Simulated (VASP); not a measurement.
# ZnSe (P4/nmm) in VASP: single point with LDA

Aim: the single point of ZnSe with LDA.

Everything below comes from runs of VASP 6.6.1. Logs are shortened: lines on timing, memory, paths and dates and some standing lists are left out, and cuts for length are marked.

### 1 The cell of the first run

The structure is tetragonal, space group P4/nmm (No. 129). Conventional cell: a = 3.982 Å, b = 3.982 Å, c = 5.256 Å, α = 90.00°, β = 90.00°, γ = 90.00°. Within 3.3 Å of Zn (site symmetry -4m2) lie 4 Se at 2.48 Å and 4 Zn at 2.82 Å. Within 3.3 Å of Se (site symmetry 4mm) lie 4 Zn at 2.48 Å.

### 2 Single point, LDA

Contents of INCAR:

```
PREC = Accurate
ENCUT = 520
EDIFF = 1E-6
ISMEAR = 0
SIGMA = 0.05
LREAL = False
LASPH = True
NELM = 100
ALGO = Normal
ISIF = 2
LWAVE = False
LCHARG = True
GGA = CA
LELF = True
LVHAR = True
NBANDS = 26
```

Contents of KPOINTS:

```
regular mesh
0
Gamma
  8 8 6
```

Contents of POSCAR:

```
ZnSe
1.0
    3.9824792113      0.0000000000      0.0000000000
    0.0000000000      3.9824792113      0.0000000000
    0.0000000000      0.0000000000      5.2561416620
Zn Se
2 2
Direct
    0.0000000000      0.0000000000      0.0000000000
    0.5000000000      0.5000000000      0.0000000000
    0.0000000000      0.5000000000      0.2797006005
    0.5000000000      0.0000000000      0.7202993995
```

Potentials or basis: VASP PAW LDA potentials, release 64 (Zn, Se).

On the command line:

```console
> cat potpaw_LDA.64/Zn/POTCAR potpaw_LDA.64/Se/POTCAR > POTCAR
> mpirun -np 1 vasp_std > vasp.out
```

OUTCAR:

```text
PREC = Accurate
   ENCUT = 520
   EDIFF = 1E-6
   ISMEAR = 0
   LREAL = False
   LASPH = True
   NELM = 100
   ISIF = 2
   GGA = CA

 ion  position               nearest neighbor table
   1  0.000  0.000  0.000-   3 2.48   4 2.48   3 2.48   4 2.48   2 2.82   2 2.82   2 2.82   2 2.82

   2  0.500  0.500  0.000-   3 2.48   4 2.48   4 2.48   3 2.48   1 2.82   1 2.82   1 2.82   1 2.82

   3  0.000  0.500  0.280-   1 2.48   2 2.48   1 2.48   2 2.48
   4  0.500  0.000  0.720-   1 2.48   2 2.48   2 2.48   1 2.48

  LATTYP: Found a simple tetragonal cell.
 ALAT       =     3.9824792113
 C/A-ratio  =     1.3198164719

  Lattice vectors:

 A1 = (   3.9824792113,   0.0000000000,   0.0000000000)
 A2 = (   0.0000000000,   3.9824792113,   0.0000000000)
 A3 = (   0.0000000000,   0.0000000000,   5.2561416620)

Analysis of symmetry for initial positions (statically):
=====================================================================
 Subroutine PRICEL returns:
 Original cell was already a primitive cell.

 Routine SETGRP: Setting up the symmetry group for a
 simple tetragonal supercell.

 Subroutine GETGRP returns: Found 16 space group operations
 (whereof  8 operations were pure point group operations)
 out of a pool of 16 trial point group operations.

The static configuration has the point symmetry D_2d.
 The point group associated with its full space group is D_4h.

Analysis of symmetry for dynamics (positions and initial velocities):
=====================================================================
 Subroutine PRICEL returns:
 Original cell was already a primitive cell.

 Routine SETGRP: Setting up the symmetry group for a
 simple tetragonal supercell.

 Subroutine GETGRP returns: Found 16 space group operations
 (whereof  8 operations were pure point group operations)
 out of a pool of 16 trial point group operations.

The dynamic configuration has the point symmetry D_2d.
 The point group associated with its full space group is D_4h.

 Subroutine INISYM returns: Found 16 space group operations
 (whereof  8 operations are pure point group operations),
 and found     1 'primitive' translations

----------------------------------------------------------------------------------------

                                     Primitive cell

  volume of cell :      83.3631

  direct lattice vectors                    reciprocal lattice vectors
     3.982479211  0.000000000  0.000000000     0.251099867  0.000000000  0.000000000
     0.000000000  3.982479211  0.000000000     0.000000000  0.251099867  0.000000000
     0.000000000  0.000000000  5.256141662     0.000000000  0.000000000  0.190253624

  length of vectors
     3.982479211  3.982479211  5.256141662     0.251099867  0.251099867  0.190253624

  position of ions in fractional coordinates (direct lattice)
     0.000000000  0.000000000  0.000000000
     0.500000000  0.500000000  0.000000000
     0.000000000  0.500000000  0.279700601
     0.500000000  0.000000000  0.720299400

  ion indices of the primitive-cell ions
   primitive index   ion index
                 1           1
                 2           2
                 3           3
                 4           4

----------------------------------------------------------------------------------------

 KPOINTS: regular mesh

Automatic generation of k-mesh.
 Grid dimensions read from file:
 generate k-points for:    8    8    6

 Generating k-lattice:

  Cartesian coordinates                     Fractional coordinates (reciprocal lattice)
     0.031387483  0.000000000  0.000000000     0.125000000  0.000000000  0.000000000
     0.000000000  0.031387483  0.000000000     0.000000000  0.125000000  0.000000000
     0.000000000  0.000000000  0.031708937     0.000000000  0.000000000  0.166666667

  Length of vectors
     0.031387483  0.031387483  0.031708937

  Shift w.r.t. Gamma in fractional coordinates (k-lattice)
     0.000000000  0.000000000  0.000000000

 Subroutine IBZKPT returns following result:
 ===========================================

 Found     60 irreducible k-points:

 Following reciprocal coordinates:
            Coordinates               Weight
  0.000000  0.000000  0.000000      1.000000
  0.125000  0.000000  0.000000      4.000000
  0.250000  0.000000  0.000000      4.000000
  0.375000  0.000000  0.000000      4.000000
  0.500000  0.000000  0.000000      2.000000
  0.125000  0.125000  0.000000      4.000000
[... 16 lines left out ...]
  0.375000  0.125000  0.166667     16.000000
  0.500000  0.125000  0.166667      8.000000
 [... further k-points ...]
   k-points           NKPTS =     60   k-points in BZ     NKDIM =     60   number of bands    NBANDS=     26
   number of dos      NEDOS =    301   number of ions     NIONS =      4
   total plane-waves  NPLWV =  36000
   dimension x,y,z NGX =    30 NGY =   30 NGZ =   40
   dimension x,y,z NGXF=    60 NGYF=   60 NGZF=   80
   ions per type =               2   2
   NGX,Y,Z   is equivalent  to a cutoff of  12.52, 12.52, 12.65 a.u.
   NGXF,Y,Z  is equivalent  to a cutoff of  25.05, 25.05, 25.30 a.u.
 SYSTEM =  unknown system
   PREC   = accura    normal or accurate (medium, high low for compatibility)
   ISTART =      0    job   : 0-new  1-cont  2-samecut
   ICHARG =      2    charge: 1-file 2-atom 10-const
   ISPIN  =      1    spin polarized calculation?
   LNONCOLLINEAR =      F non collinear calculations
   LSORBIT =      F    spin-orbit coupling
   LASPH  =      T    aspherical Exc in radial PAW
   ENCUT  =  520.0 eV  38.22 Ry    6.18 a.u.   7.40  7.40  9.77*2*pi/ulx,y,z
   NELM   =    100;   NELMIN=  2; NELMDL= -5     # of ELM steps
   EDIFF  = 0.1E-05   stopping-criterion for ELM
   LREAL  =      F    real-space projection
   EDIFFG = 0.1E-04   stopping-criterion for IOM
   NSW    =      0    number of steps for IOM
   IBRION =     -1    ionic relax: 0-MD 1-quasi-New 2-CG
   NFREE  =      0    steps in history (QN), initial steepest desc. (CG)
   ISIF   =      2    stress and relaxation
   ISYM   =      2    0-nonsym 1-usesym 2-fastsym
   POTIM  = 0.5000    time-step for ionic-motion
   TEBEG  =    0.0;   TEEND  =   0.0 temperature during run
   PSTRESS=    0.0 pullay stress
   NELECT =      36.0000    total number of electrons
   NUPDOWN=      -1.0000    fix difference up-down
   EMIN   =  10.00;   EMAX   =-10.00  energy-range for DOS
   EFERMI =   0.00;   METHOD = LEGACY
   ISMEAR =     0;   SIGMA  =   0.05  broadening in eV -4-tet -1-fermi 0-gaus
   EFERMI_NEDOS =   21; number of points for ismear=-14 and -15
   IALGO  =     38    algorithm
   IMIX   =      4    mixing-type and parameters
     AMIX     =   0.40;   BMIX     =  1.00
     AMIX_MAG =   1.60;   BMIX_MAG =  1.00
  volume/ion in A,a.u.               =      20.84       140.64
  Fermi-wavevector in a.u.,A,eV,Ry     =   1.237421  2.338387 20.833401  1.531212
  Thomas-Fermi vector in A             =   2.371989
   LORBIT       =      0    0 simple, 1 ext, 2 COOP (PROOUT), +10 PAW based schemes
   GGA     = CA    functional components
   LHFCALC =     F    Hartree Fock is set to
   AEXX    =    0.0000 exact exchange contribution
   IVDW    =     0    specifies the selected vdW correction
   LEPSILON=     F    determine dielectric tensor
   LRPA    =     F    only Hartree local field effects (RPA)
 non-spin polarized calculation
 Gauss-broadening in eV      SIGMA  =   0.05
  energy-cutoff  :      520.00
  volume of cell :       83.36
 maximum number of plane-waves:      2283
 NGX is ok and might be reduce to    30
   NGX = 15   NGY = 15   NGZ = 19

 number of electron      36.0000051 magnetization

 Free energy of the ion-electron system (eV)
  ---------------------------------------------------
  ext. energy  EPLUGINS =         0.00000000
  ---------------------------------------------------
  free energy    TOTEN  =       -14.03029477 eV

  energy without entropy =      -14.03029477  energy(sigma->0) =      -14.03029477

 E-fermi :   2.5710     XC(G=0): -10.1413

 val. band max:        2.3633555810   @ k =   0.0000   0.0000   0.0000
 cond. band min:       3.9415071093   @ k =   0.0000   0.0000   0.0000
 fundamental gap:      1.5781515283
 Fermi energy:         2.5709532025

 k-point     1 :       0.0000    0.0000    0.0000
  band No.  band energies     occupation
      1     -11.5082      2.00000
      2     -10.0652      2.00000
      3      -5.1115      2.00000
      4      -5.0512      2.00000
      5      -4.9346      2.00000
      6      -4.9346      2.00000
[... 18 lines left out ...]
     25      12.6332      0.00000
     26      13.1771      0.00000

 k-point     2 :       0.1250    0.0000    0.0000
  band No.  band energies     occupation
      1     -11.4269      2.00000
      2     -10.0763      2.00000
      3      -5.0610      2.00000
      4      -5.0383      2.00000
      5      -4.9275      2.00000
      6      -4.9037      2.00000
[... 18 lines left out ...]
     25      11.5786      0.00000
     26      12.2048      0.00000

 k-point     3 :       0.2500    0.0000    0.0000
  band No.  band energies     occupation
      1     -11.1994      2.00000
      2     -10.1312      2.00000
      3      -4.9912      2.00000
      4      -4.9267      2.00000
      5      -4.8950      2.00000
      6      -4.8229      2.00000
[... 18 lines left out ...]
     25      10.3451      0.00000
     26      11.3158      0.00000

 k-point     4 :       0.3750    0.0000    0.0000
  band No.  band energies     occupation
      1     -10.8761      2.00000
      2     -10.2774      2.00000
      3      -4.9032      2.00000
      4      -4.8152      2.00000
      5      -4.7462      2.00000
      6      -4.7461      2.00000
[... 18 lines left out ...]
     25      10.4903      0.00000
     26      10.5575      0.00000
[... 496 lines left out ...]
      1     -11.0674      2.00000
      2     -10.1893      2.00000
      3      -5.0732      2.00000
      4      -4.9034      2.00000
      5      -4.8149      2.00000
      6      -4.7991      2.00000
[... 18 lines left out ...]
     25       9.3748      0.00000
     26      11.7777      0.00000

 k-point    23 :       0.3750    0.1250    0.1667
  band No.  band energies     occupation
      1     -10.7741      2.00000
      2     -10.2804      2.00000
      3      -5.0079      2.00000
      4      -4.7959      2.00000
      5      -4.7427      2.00000
      6      -4.7076      2.00000
[... 18 lines left out ...]
     25      10.8152      0.00000
     26      11.5452      0.00000

 k-point    24 :       0.5000    0.1250    0.1667
  band No.  band energies     occupation
      1     -10.4842      2.00000
      2     -10.4842      2.00000
      3      -4.8690      2.00000
      4      -4.8690      2.00000
      5      -4.6784      2.00000
      6      -4.6784      2.00000
[... 18 lines left out ...]
     25      11.3042      0.00000
     26      11.3042      0.00000

 [... further k-points ...]

------------------------ aborting loop because EDIFF is reached ----------------------------------------

  FORCE on cell =-STRESS in cart. coord.  units (eV):
  Direction    XX          YY          ZZ          XY          YZ          ZX
  --------------------------------------------------------------------------------------
  -------------------------------------------------------------------------------------
  Total        0.2350368      0.2350368      0.2188458      0.0000000      0.0000000      0.0000000
  in kB        4.5172324      4.5172324      4.2060528      0.0000000      0.0000000      0.0000000
  external PRESSURE =       4.4135059 kB  Pullay stress =       0.0000000 kB

 VOLUME and BASIS-vectors are now :
 -----------------------------------------------------------------------------
  energy-cutoff  :      520.00
  volume of cell :       83.36
      direct lattice vectors                 reciprocal lattice vectors
     3.982479211  0.000000000  0.000000000     0.251099867  0.000000000  0.000000000
     0.000000000  3.982479211  0.000000000     0.000000000  0.251099867  0.000000000
     0.000000000  0.000000000  5.256141662     0.000000000  0.000000000  0.190253624

 POSITION                                       TOTAL-FORCE (eV/Angst)
 -----------------------------------------------------------------------------------
      0.00000      0.00000      0.00000        -0.000000     -0.000000      0.000000
      1.99124      1.99124      0.00000         0.000000      0.000000      0.000000
      0.00000      1.99124      1.47015        -0.000000      0.000000      0.069667
      1.99124      0.00000      3.78600        -0.000000      0.000000     -0.069667
 -----------------------------------------------------------------------------------
    total drift:                                0.000000      0.000000      0.000000

  FREE ENERGIE OF THE ION-ELECTRON SYSTEM (eV)
  ---------------------------------------------------
  free  energy   TOTEN  =       -14.0302947708 eV

  energy  without entropy=      -14.0302947708  energy(sigma->0) =      -14.03029477
```

It took 92 s on 1 thread of Intel Xeon Platinum 8259CL at 2.50GHz (Skylake/Cascade Lake), shared host; peak memory 0.23 GiB.

Results:

```
Free energy            : -14.0303 eV
Pressure               : 0.4 GPa
Largest force          : 0.070 eV/Å
Band gap on the k mesh : 1.58 eV
```

Forces in eV/Å, atoms in the order of the input:
```
Zn   0.000  0.000  0.000
Zn   0.000  0.000  0.000
Se   0.000  0.000  0.070
Se   0.000  0.000 -0.070
```
